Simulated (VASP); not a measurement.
# CuO: single point with PBE

Crystal: CuO.

```xyz
4
Lattice="2.3769 -1.5127 -0.1117 2.3769 1.5127 -0.1117 -1.1134 0.0000 4.8706" Properties=species:S:1:pos:R:3 pbc="T T T"
Cu    0.6023   -0.7563    2.3898
Cu    1.1591    0.7563   -0.0455
O     1.5124    0.4516    3.5516
O     2.0691   -0.4516    1.1163
```

- Program: VASP 6.6.1
- Task: single point
- Functional: PBE
- Potentials or basis: VASP PAW PBE potentials, release 64 (Cu, O)
- Cutoff: 520 eV
- k mesh: 10 × 10 × 5
- Occupations: fermi-dirac, width 0.05 eV
- Spin: no spin polarisation

```yaml
Pressure: 30.9 GPa
Largest_force: 0.076 eV/Å
Band_gap_on_the_k_mesh: zero (bands 17 and 18 overlap by 0.47 eV)
```

Forces in eV/Å, atoms in the order of the input:
```
Cu   0.000  0.000  0.000
Cu   0.000  0.000  0.000
O    0.000  0.076  0.000
O    0.000 -0.076  0.000
```

Stress tensor (GPa, compression positive):
```
31.11  0.00 -0.02
 0.00 30.57  0.00
-0.02  0.00 31.10
```

Levels at points of the mesh, in eV from the Fermi level:
```csv
k point,band 13,band 14,band 15,band 16,band 17,band 18,band 19,band 20,band 21,band 22
"(0.00, 0.00, 0.00)",-2.76,-2.34,-2.23,-1.70,0.20,0.94,2.26,6.05,9.81,14.06
"(0.50, 0.00, 0.00)",-1.97,-1.67,-1.24,-1.11,-0.33,-0.16,6.85,7.04,8.33,11.27
"(0.50, 0.50, 0.00)",-2.10,-2.09,-1.73,-1.43,0.11,1.01,4.75,6.63,10.32,10.88
```

Run time: 95 s on 1 thread of Intel(R) Xeon(R) Platinum 8488C (Sapphire Rapids) (shared host), peak memory 0.23 GiB.

Caveat: the cell stands under pressure; semilocal functionals underestimate gaps, and a narrow one can read as zero; semilocal functionals often make such compounds metallic where correlation or magnetic order opens a gap, which also shifts bond lengths. With open d or f shells a metallic result of PBE can be an artefact of self-interaction; +U or a hybrid may open a gap.
